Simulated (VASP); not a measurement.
# ZrIn2Se3 (P-4m2) in VASP: further runs, part 2 of 2

VASP 6.6.1. Earlier steps stand in the parts before.

### Step 3. Single point, PBE

This run uses another cell than the first one, of 26.64 Å³/atom.

INCAR

```
SYSTEM = ZrIn2Se3
  ALGO = Normal
  EDIFF = 1E-6
  ENCUT = 520
  GGA = PE
  ISIF = 2
  ISMEAR = 0
  LASPH = .True.
  LCHARG = .False.
  LREAL = .False.
  LWAVE = .False.
  NBANDS = 37
  NELM = 80
  PREC = Accurate
  SIGMA = 0.1
```

KPOINTS

```
k-points
0
Gamma
  4 4 4
  0 0 0
```

POSCAR

```
ZrIn2Se3
1.0
    3.8451261367      0.0000000000      0.0000000000
    0.0000000000      3.8451261367      0.0000000000
    0.0000000000      0.0000000000     10.8123286731
Zr In Se
1 2 3
Direct
    0.0000000000      0.0000000000      0.5000000000
    0.0000000000      0.5000000000      0.2436618018
    0.5000000000      0.0000000000      0.7563381982
    0.5000000000      0.5000000000      0.0000000000
    0.0000000000      0.0000000000      0.0000000000
    0.5000000000      0.5000000000      0.5000000000
```

Potentials or basis: VASP PAW PBE potentials, release 64 (Zr_sv, In_d, Se).

Started as:

```bash
> cat potpaw_PBE.64/Zr_sv/POTCAR potpaw_PBE.64/In_d/POTCAR potpaw_PBE.64/Se/POTCAR > POTCAR
> mpirun -np 1 vasp_std > vasp.out
```

OUTCAR:

```text
SYSTEM = ZrIn2Se3
   EDIFF = 1E-6
   ENCUT = 520
   GGA = PE
   ISIF = 2
   ISMEAR = 0
   LASPH = .True.
   LREAL = .False.
   NELM = 80
   PREC = Accurate

 ion  position               nearest neighbor table
   1  0.000  0.000  0.500-   6 2.72   6 2.72   6 2.72   6 2.72   3 3.37   3 3.37   2 3.37   2 3.37

   2  0.000  0.500  0.244-   4 3.26   5 3.26   5 3.26   4 3.26   1 3.37   1 3.37   6 3.37   6 3.37

   3  0.500  0.000  0.756-   4 3.26   5 3.26   4 3.26   5 3.26   1 3.37   6 3.37   1 3.37   6 3.37

   4  0.500  0.500  0.000-   5 2.72   5 2.72   5 2.72   5 2.72   3 3.26   2 3.26   2 3.26   3 3.26

   5  0.000  0.000  0.000-   4 2.72   4 2.72   4 2.72   4 2.72   3 3.26   3 3.26   2 3.26   2 3.26

   6  0.500  0.500  0.500-   1 2.72   1 2.72   1 2.72   1 2.72   3 3.37   3 3.37   2 3.37   2 3.37

  LATTYP: Found a simple tetragonal cell.
 ALAT       =     3.8451261367
 C/A-ratio  =     2.8119568224

  Lattice vectors:

 A1 = (   3.8451261367,   0.0000000000,   0.0000000000)
 A2 = (   0.0000000000,   3.8451261367,   0.0000000000)
 A3 = (   0.0000000000,   0.0000000000,  10.8123286731)

Analysis of symmetry for initial positions (statically):
=====================================================================
 Subroutine PRICEL returns:
 Original cell was already a primitive cell.

 Routine SETGRP: Setting up the symmetry group for a
 simple tetragonal supercell.

 Subroutine GETGRP returns: Found  8 space group operations
 (whereof  8 operations were pure point group operations)
 out of a pool of 16 trial point group operations.

The static configuration has the point symmetry D_2d.

Analysis of symmetry for dynamics (positions and initial velocities):
=====================================================================
 Subroutine PRICEL returns:
 Original cell was already a primitive cell.

 Routine SETGRP: Setting up the symmetry group for a
[... 128 lines left out ...]
  volume/ion in A,a.u.               =      26.64       179.80
  Fermi-wavevector in a.u.,A,eV,Ry     =   1.154048  2.180835 18.120617  1.331828
  Thomas-Fermi vector in A             =   2.290688
   LORBIT       =      0    0 simple, 1 ext, 2 COOP (PROOUT), +10 PAW based schemes
   GGA     = PE    functional components
   LHFCALC =     F    Hartree Fock is set to
   AEXX    =    0.0000 exact exchange contribution
   IVDW    =     0    specifies the selected vdW correction
   LEPSILON=     F    determine dielectric tensor
   LRPA    =     F    only Hartree local field effects (RPA)
 non-spin polarized calculation
 Gauss-broadening in eV      SIGMA  =   0.10
  energy-cutoff  :      520.00
  volume of cell :      159.86
 maximum number of plane-waves:      4364
 NGX is ok and might be reduce to    30
   NGX = 15   NGY = 15   NGZ = 41

 number of electron      55.9999983 magnetization

 Free energy of the ion-electron system (eV)
  ---------------------------------------------------
  ext. energy  EPLUGINS =         0.00000000
  ---------------------------------------------------
  free energy    TOTEN  =       -25.32530495 eV

  energy without entropy =      -25.30181510  energy(sigma->0) =      -25.31356003

 E-fermi :   5.9209     XC(G=0):  -9.5899

 val. band max:        5.8879178040   @ k =   0.2500   0.0000   0.5000
 cond. band min:       6.0125330095   @ k =   0.2500   0.0000   0.0000
 fundamental gap:      0.1246152055
 Fermi energy:         5.9208882682

 k-point     1 :       0.0000    0.0000    0.0000
  band No.  band energies     occupation
      1     -44.1155      2.00000
      2     -22.1626      2.00000
      3     -22.1626      2.00000
      4     -22.0753      2.00000
      5     -10.2103      2.00000
      6      -8.9688      2.00000
[... 709 lines left out ...]
     36       9.1927      0.00000
     37       9.1927      0.00000

------------------------ aborting loop because EDIFF is reached ----------------------------------------

  FORCE on cell =-STRESS in cart. coord.  units (eV):
  Direction    XX          YY          ZZ          XY          YZ          ZX
  --------------------------------------------------------------------------------------
  -------------------------------------------------------------------------------------
  Total        0.3038739      0.3038739      0.2290564      0.0000000      0.0000000      0.0000000
  in kB        3.0455352      3.0455352      2.2956870      0.0000000      0.0000000      0.0000000
  external PRESSURE =       2.7955858 kB  Pullay stress =       0.0000000 kB

 VOLUME and BASIS-vectors are now :
 -----------------------------------------------------------------------------
  energy-cutoff  :      520.00
  volume of cell :      159.86
      direct lattice vectors                 reciprocal lattice vectors
     3.845126137  0.000000000  0.000000000     0.260069492  0.000000000  0.000000000
     0.000000000  3.845126137  0.000000000     0.000000000  0.260069492  0.000000000
     0.000000000  0.000000000 10.812328673     0.000000000  0.000000000  0.092487015

 POSITION                                       TOTAL-FORCE (eV/Angst)
 -----------------------------------------------------------------------------------
      0.00000      0.00000      5.40616        -0.000000      0.000000      0.000000
      0.00000      1.92256      2.63455        -0.000000      0.000000      0.010372
      1.92256      0.00000      8.17778         0.000000      0.000000     -0.010372
      1.92256      1.92256      0.00000        -0.000000      0.000000      0.000000
      0.00000      0.00000      0.00000        -0.000000      0.000000      0.000000
      1.92256      1.92256      5.40616        -0.000000      0.000000      0.000000
 -----------------------------------------------------------------------------------
    total drift:                                0.000000      0.000000     -0.000000

  FREE ENERGIE OF THE ION-ELECTRON SYSTEM (eV)
  ---------------------------------------------------
  free  energy   TOTEN  =       -25.3253049476 eV

  energy  without entropy=      -25.3018151046  energy(sigma->0) =      -25.31356003
```

Wall time 63 s (1 thread of AMD EPYC 9R45 (Zen 5), shared host); peak memory 0.28 GiB.

Results:

- Free energy: -25.3253 eV
- Pressure: 0.3 GPa
- Largest force: 0.010 eV/Å
- Band gap on the k mesh: zero (bands 28 and 29 overlap by 1.46 eV)

Forces on the atoms (eV/Å):
```
Zr   0.000  0.000  0.000
In   0.000  0.000  0.010
In   0.000  0.000 -0.010
Se   0.000  0.000  0.000
Se   0.000  0.000  0.000
Se   0.000  0.000  0.000
```

Levels at points of the mesh, in eV from the Fermi level:
```
           k point  band 25  band 26  band 27  band 28  band 29  band 30  band 31  band 32
(0.00, 0.00, 0.00)    -2.18    -1.25    -0.55    -0.29     0.11     0.36     0.36     1.75
(0.50, 0.00, 0.00)    -2.69    -2.63    -2.24    -2.03    -1.06     0.82     1.02     1.11
(0.50, 0.50, 0.00)    -3.08    -2.89    -1.22    -0.51    -0.51     0.33     1.05     1.65
(0.00, 0.00, 0.50)    -2.95    -2.13    -0.55     0.11     0.39     0.39     1.09     1.91
(0.50, 0.00, 0.50)    -2.63    -2.37    -2.24    -1.61    -1.27    -0.05     0.82     1.40
(0.50, 0.50, 0.50)    -3.06    -3.06    -0.61    -0.61    -0.57    -0.04     1.40     1.54
```

Caveat: the k points lie up to 0.41 Å⁻¹ apart, too coarse for converged energies and pressures of a metal; spin-orbit coupling is left out, which moves the levels of the heavy elements.

### Step 4. Relaxation of cell and atoms, PBE

INCAR

```
SYSTEM = ZrIn2Se3
  PREC = Accurate
  ENCUT = 600
  EDIFF = 1E-6
  ISMEAR = 0
  SIGMA = 0.1
  LREAL = .FALSE.
  LASPH = .TRUE.
  NELM = 100
  ALGO = Normal
  ISIF = 3
  LWAVE = .FALSE.
  LCHARG = .FALSE.
  GGA = PE
  IBRION = 2
  NSW = 90
  EDIFFG = -0.04
```

KPOINTS

```
regular mesh
0
G
  4 4 4
  0 0 0
```

POSCAR

```
ZrIn2Se3
1.0
    4.9607013000      0.0000000000      0.0000000000
    0.0000000000      4.9607013000      0.0000000000
    0.0000000000      0.0000000000      7.0644078900
Zr In Se
1 2 3
Direct
    0.0000000000      0.0000000000      0.5000000000
    0.0000000000      0.5000000000      0.2679100000
    0.5000000000      0.0000000000      0.7320900000
    0.5000000000      0.5000000000      0.0000000000
    0.0000000000      0.0000000000      0.0000000000
    0.5000000000      0.5000000000      0.5000000000
```

Started as:

```bash
> cat potpaw_PBE.64/Zr_sv/POTCAR potpaw_PBE.64/In_d/POTCAR potpaw_PBE.64/Se/POTCAR > POTCAR
> mpirun -np 1 vasp_std > vasp.out
```

Wall time 25 min (1 thread of AMD EPYC 9R45 (Zen 5), shared host); peak memory 0.35 GiB.

It converged, with:

```yaml
Free_energy: -24.8272 eV
Relaxed_volume: 27.23 Å³/atom
Relaxed_cell: a = 5.530 Å, b = 5.530 Å, c = 5.344 Å, α = 90.00°, β = 90.00°, γ = 90.00°
Space_group_after_relaxing_to_0.1_Å: P-4m2 (No. 115)
Pressure_after_relaxing: 0.0 GPa
Largest_force_after_relaxing: 0.008 eV/Å
Band_gap_on_the_k_mesh: zero (bands 28 and 29 overlap by 0.63 eV)
```

Forces on the atoms (eV/Å):
```
Zr   0.000  0.000  0.000
In   0.000  0.000  0.008
In   0.000  0.000 -0.008
Se   0.000  0.000  0.000
Se   0.000  0.000  0.000
Se   0.000  0.000  0.000
```

Stress tensor (GPa, compression positive):
```
 0.01  0.00  0.00
 0.00  0.01  0.00
 0.00  0.00 -0.10
```

Final structure:
```
Zr In Se
1.0
     5.52961    0.00000    0.00000
     0.00000    5.52961    0.00000
     0.00000    0.00000    5.34351
Zr In Se
1 2 3
Direct
  0.00000 0.00000 0.50000
  0.00000 0.50000 0.25345
  0.50000 0.00000 0.74655
  0.50000 0.50000 0.00000
  0.00000 0.00000 0.00000
  0.50000 0.50000 0.50000
```

Levels at points of the mesh, in eV from the Fermi level:
| k point | band 26 | band 27 | band 28 | band 29 | band 30 | band 31 |
| --- | --- | --- | --- | --- | --- | --- |
| (0.00, 0.00, 0.00) | -0.77 | -0.77 | -0.26 | -0.26 | 0.46 | 0.87 |
| (0.50, 0.00, 0.00) | -0.88 | -0.81 | -0.23 | 0.25 | 0.49 | 1.28 |
| (0.50, 0.50, 0.00) | -1.18 | -0.76 | -0.76 | -0.01 | 0.00 | 1.64 |
| (0.00, 0.00, 0.50) | -1.78 | -1.34 | -1.27 | -0.05 | 0.02 | 0.53 |
| (0.50, 0.00, 0.50) | -1.52 | -1.06 | -0.43 | 0.45 | 1.30 | 1.42 |
| (0.50, 0.50, 0.50) | -1.33 | -0.78 | -0.11 | 0.23 | 0.69 | 0.69 |

Caveat: a cell axis changed by over 15 % at a fixed basis, so the end point is rough; spin-orbit coupling is left out, which moves the levels of the heavy elements.

### Step 5. Single point, PBE

This run uses another cell than the first one, of 26.54 Å³/atom.

INCAR

```
ALGO = Normal
EDIFF = 1E-6
ENCUT = 520
GGA = PE
ISIF = 2
ISMEAR = 0
LASPH = True
LCHARG = True
LELF = True
LREAL = False
LVHAR = True
LWAVE = False
NBANDS = 37
NELM = 80
PREC = Accurate
SIGMA = 0.1
```

KPOINTS

```
k-points
0
Gamma
  10 10 4
```

POSCAR

```
ZrIn2Se3
1.0
    3.8953480233      0.0000000000      0.0000000000
    0.0000000000      3.8953480233      0.0000000000
    0.0000000000      0.0000000000     10.4925332332
Zr In Se
1 2 3
Direct
    0.0000000000      0.0000000000      0.5000000000
    0.0000000000      0.5000000000      0.2385279576
    0.5000000000      0.0000000000      0.7614720424
    0.5000000000      0.5000000000      0.0000000000
    0.0000000000      0.0000000000      0.0000000000
    0.5000000000      0.5000000000      0.5000000000
```

Started as:

```bash
> cat potpaw_PBE.64/Zr_sv/POTCAR potpaw_PBE.64/In_d/POTCAR potpaw_PBE.64/Se/POTCAR > POTCAR
> mpirun -np 1 vasp_std > vasp.out
```

Run time: 2.8 min. Hardware: 1 thread of AMD EPYC 9R45 (Zen 5), shared host; peak memory 0.45 GiB.

Results (log left out):

```yaml
Free_energy: -25.2711 eV
Pressure: 0.0 GPa
Band_gap_on_the_k_mesh: zero (bands 28 and 29 overlap by 1.57 eV)
```

Levels at points of the mesh, in eV from the Fermi level:
```
           k point  band 24  band 25  band 26  band 27  band 28  band 29  band 30  band 31  band 32  band 33
(0.00, 0.00, 0.00)    -2.99    -2.09    -0.75    -0.51     0.07     0.08     0.33     0.33     1.58     2.27
(0.50, 0.00, 0.00)    -2.63    -2.43    -2.37    -2.07    -1.77    -0.75     0.76     1.23     1.48     1.62
(0.50, 0.50, 0.00)    -2.96    -2.96    -2.73    -1.14    -0.35    -0.35     0.57     1.40     1.57     1.92
(0.00, 0.00, 0.50)    -3.00    -2.61    -2.04    -0.54     0.08     0.36     0.36     1.28     1.90     2.24
(0.50, 0.00, 0.50)    -2.43    -2.37    -2.23    -2.07    -1.24    -1.01     0.35     0.77     1.31     1.71
(0.50, 0.50, 0.50)    -3.26    -2.92    -2.92    -0.48    -0.48    -0.38     0.13     1.66     1.71     1.90
```

Caveat: spin-orbit coupling is left out, which moves the levels of the heavy elements.

### Step 6. Summary

| task | cell | k mesh | cutoff (eV) | gap on the mesh (eV) | pressure (GPa) | largest force (eV/Å) |
| --- | --- | --- | --- | --- | --- | --- |
| single point | a = 4.961, b = 4.961, c = 7.064 Å, 6 atoms, atomic positions A | 4 × 4 × 4 | 520 | none | -2.9 | 1.57 |
| single point | a = 3.845, b = 3.845, c = 10.812 Å, 6 atoms, atomic positions B | 4 × 4 × 4 | 520 | none | 0.3 | 0.01 |
| relaxation of cell and atoms | relaxed from a = 4.961, b = 4.961, c = 7.064 Å, 6 atoms, atomic positions A | 4 × 4 × 4 | 600 | none | 0.0 | 0.01 |
| single point | a = 3.895, b = 3.895, c = 10.493 Å, 6 atoms, atomic positions C | 10 × 10 × 4 | 520 | none | 0.0 | - |

Alike in all rows: level PBE; potentials or basis VASP PAW PBE potentials, release 64 (Zr_sv, In_d, Se); no spin polarisation; smearing gaussian 0.1 eV.

Caveats: some runs use coarse meshes; spin-orbit coupling is left out, which moves the levels of the heavy elements; forces of over 1 eV/Å act on the atoms, so gaps and moduli don't describe the material at rest (at least some runs); a cell axis changed by over 15 % at a fixed basis, so the end point is rough (at least some runs).

Absolute energies hang on the potentials; compare differences alone.
